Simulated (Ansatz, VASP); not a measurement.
One calculation of Nb, two programs

```
Nb
1.0
     4.88814    0.00000    0.00000
    -2.44407    4.23325    0.00000
     0.00000    0.00000    2.67825
Nb
3
Direct
  0.00000 0.00000 0.00000
  0.33333 0.66667 0.50000
  0.66667 0.33333 0.50000
```

Alike in both runs: task single point; functional BLYP; k mesh 8 × 8 × 13; occupations fermi-dirac, width 0.1 eV; no spin polarisation.

|  | VASP | Ansatz |
| --- | --- | --- |
| version | VASP 6.6.1 | Ansatz 0.2.0 |
| potentials or method | VASP PAW PBE potentials, release 64 (Nb_sv), cutoff 520 eV | plane waves (420 eV) with PAW, scalar-relativistic |
| valence electrons in the cell | 39 | 39 |

```tsv
	VASP	Ansatz	Ansatz less VASP
pressure (GPa)	6.5	6.6	+0.06
traceless stress, the component that is largest in VASP (GPa)	-0.28	-0.25	+0.024
```

VASP's potentials were made for PBE, not for BLYP.
